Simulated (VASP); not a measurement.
Wanted: the native input for a VASP 6.6.1 run.

| Quantity | Value |
| --- | --- |
| Task | electric field gradients |
| Functional | LDA |
| Potentials or basis | VASP PAW LDA potentials, release 64 (Cd, Se) |
| Cutoff | 520 eV |
| k mesh | 8 × 8 × 8 |
| Occupations | fermi-dirac, width 0.03 eV |
| Spin | no spin polarisation |
| Dipole correction | no |
| Further INCAR settings | ALGO = Normal; EDIFF = 1e-08; NBANDS = 16 |

The structure of CdSe lies in POSCAR:

```
CdSe
1.0
   -0.0921081360      3.0242171306      3.0242171306
    3.0242171306     -0.0921081360      3.0242171306
    3.0242171306      3.0242171306     -0.0921081360
Cd Se
1 1
Direct
    0.0000000000      0.0000000000      0.0000000000
    0.2500000000      0.2500000000      0.2500000000
```

This cell differs from its parent crystal: equal xy, yz and zx shear strains of -3 %.

The input as run:

INCAR

```
PREC     = Accurate       # precision mode
ENCUT    = 520            # plane-wave cutoff, eV
EDIFF    = 1E-8           # SCF threshold, eV
ISMEAR   = -1             # smearing method
SIGMA    = 0.03           # smearing width, eV
LREAL    = F              # projectors in reciprocal space
LASPH    = T              # aspherical terms in the spheres
NELM     = 80             # most SCF steps
ALGO     = Normal         # electronic algorithm
ISIF     = 2              # what is computed and relaxed
LWAVE    = F              # write WAVECAR
LCHARG   = F              # write CHGCAR
LEFG     = T            
NBANDS   = 16             # bands
```

KPOINTS

```
Automatic mesh
0
Gamma
  8 8 8
```

Potentials or basis: VASP PAW LDA potentials, release 64 (Cd, Se).

The run is started by

```console
$ cat potpaw_LDA.64/Cd/POTCAR potpaw_LDA.64/Se/POTCAR > POTCAR
$ mpirun -np 1 vasp_std > vasp.out
```

It gave:

- Pressure: -2.7 GPa
- Largest force: 0.309 eV/Å
- Band gap on the k mesh: 0.32 eV, direct

Caveat: the cell differs from its parent crystal (equal xy, yz and zx shear strains of -3 %); without QUAD_EFG the Cq values of the log hold for a quadrupole moment of 1 mb, not for the nuclei.

Run time: 18 s on 1 thread of Intel(R) Xeon(R) 6975P-C (Granite Rapids) (shared host), peak memory 0.19 GiB.
